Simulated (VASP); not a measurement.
KCd3:

```
CELL_PARAMETERS angstrom
0.00000 3.91074 3.91074
3.91074 0.00000 3.91074
3.91074 3.91074 0.00000
ATOMIC_POSITIONS crystal
K 0.00000 0.00000 0.00000
Cd 0.25000 0.25000 0.25000
Cd 0.75000 0.75000 0.75000
Cd 0.50000 0.50000 0.50000
```

- Program: VASP 6.6.1
- Task: relaxation of cell and atoms
- Functional: LDA
- Potentials or basis: VASP PAW LDA potentials, release 64 (K_sv, Cd)
- Cutoff: 600 eV
- k mesh: 10 × 10 × 10
- Occupations: gaussian, width 0.02 eV
- Spin: no spin polarisation

At the start: pressure -3.7 GPa; volume 29.91 Å³/atom.

How do energy, volume and symmetry change on relaxing?

Over 5 steps the energy falls by 86.0 meV/atom and the volume is 24.24 Å³/atom (-19.0 %); space group Fm-3m (No. 225, to 0.05 Å).

Step by step:
| step | energy change (eV) | largest force (eV/Å) | pressure (GPa) | volume (Å³) |
| --- | --- | --- | --- | --- |
| 1 | 0.0000 | 0.0000 | -3.66 | 119.62 |
| 2 | -0.2362 | 0.0000 | -2.72 | 108.18 |
| 3 | -0.3407 | 0.0000 | -0.59 | 98.70 |
| 4 | -0.3437 | 0.0000 | 0.17 | 96.45 |
| 5 | -0.3440 | 0.0000 | 0.02 | 96.95 |

Final structure:
```yaml
crystal:
  lattice:
    - [0.00000, 3.64620, 3.64620]
    - [3.64620, 0.00000, 3.64620]
    - [3.64620, 3.64620, 0.00000]
  atoms:
    - { symbol: K, position: [0.00000, 0.00000, 0.00000] }
    - { symbol: Cd, position: [0.25000, 0.25000, 0.25000] }
    - { symbol: Cd, position: [0.75000, 0.75000, 0.75000] }
    - { symbol: Cd, position: [0.50000, 0.50000, 0.50000] }
```

Caveat: the volume moved by over 15 % at a fixed basis, so the end points are rough.
